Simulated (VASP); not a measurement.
# Hf: relaxation of cell and atoms with PBE

The system is Hf.

```
Hf
1.0
     2.91000    0.00000    0.00000
     0.00000    2.91000    0.00000
     0.00000    0.00000    2.91000
Hf
1
Cartesian
  0.0000 0.0000 0.0000
```

```json
{
 "Program": "VASP 6.6.1",
 "Task": "relaxation of cell and atoms",
 "Functional": "PBE",
 "Potentials or basis": "VASP PAW PBE potentials, release 64 (Hf_pv)",
 "Cutoff": "600 eV",
 "k mesh": "15 × 15 × 15",
 "Occupations": "fermi-dirac, width 0.05 eV",
 "Spin": "no spin polarisation",
 "Target pressure": "40 GPa",
 "Dipole correction": "no",
 "Further INCAR settings": "ALGO = Normal; EDIFF = 1e-07; IBRION = 2; EDIFFG = -0.03; NSW = 60; ISIF = 3"
}
```

The relaxed volume is 18.03 Å³/atom, the relaxed cell is a = 2.622 Å, b = 2.622 Å, c = 2.622 Å, α = 90.00°, β = 90.00°, γ = 90.00° and the space group after relaxing (to 0.05 Å) is Pm-3m (No. 221). The energy change on relaxing (the enthalpy is what falls) is +645.4 meV/atom and the ionic steps are 5. The pressure after relaxing is 40.2 GPa. The band gap on the k mesh is zero (band 5 reaches 7.05 eV, above the bottom of band 6 at 3.69 eV).

Step by step:
```tsv
step	energy change (eV)	largest force (eV/Å)	pressure (GPa)	volume (Å³)
1	0.0000	0.0000	0.20	24.64
2	12.5616	0.0000	647.91	8.62
3	0.3883	0.0000	28.07	19.25
4	0.4960	0.0000	33.26	18.69
5	0.6454	0.0000	40.19	18.03
```

Final structure:
```cif
data_structure
_symmetry_space_group_name_H-M 'P 1'
_symmetry_Int_Tables_number 1
_cell_length_a 2.6223
_cell_length_b 2.6223
_cell_length_c 2.6223
_cell_angle_alpha 90.000
_cell_angle_beta 90.000
_cell_angle_gamma 90.000
_cell_volume 18.03
loop_
_atom_site_label
_atom_site_type_symbol
_atom_site_fract_x
_atom_site_fract_y
_atom_site_fract_z
_atom_site_occupancy
Hf1 Hf 0.00000 0.00000 0.00000 1
```

Levels at points of the mesh, in eV from the Fermi level:
| k point | band 1 | band 2 | band 3 | band 4 | band 5 | band 6 | band 7 | band 8 | band 9 |
| --- | --- | --- | --- | --- | --- | --- | --- | --- | --- |
| (0.00, 0.00, 0.00) | -28.94 | -28.94 | -28.94 | -7.32 | -2.33 | -2.33 | 9.01 | 9.01 | 9.01 |

It took 68 s on 1 thread of Intel(R) Xeon(R) Platinum 8259CL CPU @ 2.50GHz (Skylake/Cascade Lake) (shared host), peak memory 0.19 GiB.

Caveat: the cell is relaxed towards a set pressure, so the enthalpy falls and the energy may rise; the volume moved by over 15 % at a fixed basis, so the end points are rough; spin-orbit coupling is left out, which moves the levels of the heavy elements.
